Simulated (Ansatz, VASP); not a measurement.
## One calculation of NaCl, two programs

```
Na Cl
1.0
     3.97238    0.00000    0.00000
    -1.98619    3.44018    0.00000
     0.00000    0.00000   13.70814
Na Cl
4 4
Direct
  0.00000 0.00000 0.00000
  0.33333 0.66667 0.25000
  0.00000 0.00000 0.50000
  0.66667 0.33333 0.75000
  0.66667 0.33333 0.12143
  0.66667 0.33333 0.37857
  0.33333 0.66667 0.62143
  0.33333 0.66667 0.87857
```

Alike in both runs: functional PBE; k mesh 9 × 9 × 3; occupations gaussian, width 0.02 eV; no spin polarisation.

Ansatz relaxed the structure, and its values are those at the end. VASP's run is a single point on that final structure, the one shown.

```csv
,VASP,Ansatz
version,VASP 6.6.1,Ansatz 0.2.0
potentials or method,"VASP PAW PBE potentials, release 64 (Na_pv, Cl), cutoff 500 eV","scalar-relativistic, plane waves, PAW"
valence electrons in the cell,56,64
```

```tsv
	VASP	Ansatz	Ansatz less VASP
gap on the k mesh at the Fermi level (eV)	4.73	4.73	0.000
least direct gap on the mesh (eV)	4.75	4.75	0.000
pressure (GPa)	-0.1	0.0	+0.06
```

With one functional, cell and mesh, what is left measures potentials, basis and numerics. VASP's potentials hold 56 valence electrons a cell and Ansatz's 64, so a difference there can come from the potentials and not from the codes.
